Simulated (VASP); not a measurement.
A run of VASP 6.6.1:

The input INCAR:

```
SYSTEM = Y2As
PREC = Accurate
ENCUT = 520
EDIFF = 1E-6
ISMEAR = 0
SIGMA = 0.1
LREAL = .False.
LASPH = .True.
NELM = 80
ALGO = Fast
ISIF = 2
LWAVE = .False.
LCHARG = .True.
GGA = PE
LELF = .True.
LVHAR = .True.
NBANDS = 20
```

Contents of KPOINTS:

```
Automatic mesh
0
Gamma
  12 12 12
  0 0 0
```

The input POSCAR:

```
Y2As
1.0
    1.9994383179      1.1543762511      6.2866043476
   -1.9994383179      1.1543762511      6.2866043476
    0.0000000000     -2.3087525022      6.2866043476
Y As
2 1
Direct
    0.7540217734      0.7540217734      0.7540217734
    0.2459782266      0.2459782266      0.2459782266
    0.0000000000      0.0000000000      0.0000000000
```

Potentials or basis: VASP PAW PBE potentials, release 64 (Y_sv, As).

The run is started by

```bash
$ cat potpaw_PBE.64/Y_sv/POTCAR potpaw_PBE.64/As/POTCAR > POTCAR
$ mpirun -np 1 vasp_std > vasp.out
```

Hardware: 1 thread of Intel(R) Xeon(R) Platinum 8488C (Sapphire Rapids), with other jobs on the host.

Q: How long does it take, and how much memory?

A: Run time: 24 min on 1 thread of Intel(R) Xeon(R) Platinum 8488C (Sapphire Rapids), with other jobs on the host, peak memory 0.61 GiB. Counts: scf iterations 20, k points 189.
